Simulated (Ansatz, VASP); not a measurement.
**One calculation of Hf6Al2O15, two programs**

```xyz
23
Lattice="10.2667 0.0000 0.0000 0.0000 4.9945 0.0365 0.0000 0.0365 4.9945" Properties=species:S:1:pos:R:3 pbc="T T T"
Al   -0.3112   -0.2213    0.2213
Al   -0.3112    2.7368    2.2942
Hf    5.1551   -0.0188    0.0188
Hf    5.1551    2.5343    2.4967
Hf    2.5263   -0.0558    2.4232
Hf    7.7817    0.0857    2.5646
Hf    2.5263    2.5713    0.0923
Hf    7.7817    2.4298   -0.0491
O     6.2177    1.2760    3.7550
O     1.5501    3.7733    3.7733
O     6.7314    3.7733    3.7733
O     0.8713    3.7550    1.2760
O     6.1657    3.7550    1.2760
O     1.5501    1.2578    1.2578
O     6.7314    1.2578    1.2578
O     4.1602    1.2578    1.2578
O     9.3165    1.2578    1.2578
O     3.6293    3.7550    1.2760
O     8.6808    3.7550    1.2760
O     4.1602    3.7733    3.7733
O     9.3165    3.7733    3.7733
O     3.3145    1.2760    3.7550
O     8.9513    1.2760    3.7550
```

Alike in both runs: functional PBEsol; k mesh 2 × 4 × 4; occupations gaussian, width 0.1 eV; no spin polarisation.

Ansatz relaxed the structure, and its values are those at the end. VASP's run is a single point on that final structure, the one shown.

```csv
,VASP,Ansatz
version,VASP 6.6.1,Ansatz 0.2.0
potentials or method,"VASP PAW PBE potentials, release 64 (Al, Hf_pv, O), cutoff 520 eV","scalar-relativistic, plane waves, PAW"
valence electrons in the cell,156,252
```

```tsv
	VASP	Ansatz	Ansatz less VASP
gap on the k mesh at the Fermi level (eV)	3.16	3.18	+0.012
least direct gap on the mesh (eV)	3.18	3.19	+0.006
pressure (GPa)	-2.3	0.0	+2.38
rms of the force components (eV/Å)	0.046	0.012	-0.0347
```

VASP's potentials were made for PBE, not for PBEsol, and Ansatz warns of the same on its side. With one functional, cell and mesh, what is left measures potentials, basis and numerics. VASP's potentials hold 156 valence electrons a cell and Ansatz's 252, so a difference there can come from the potentials and not from the codes.

Neither program's run includes spin-orbit coupling.
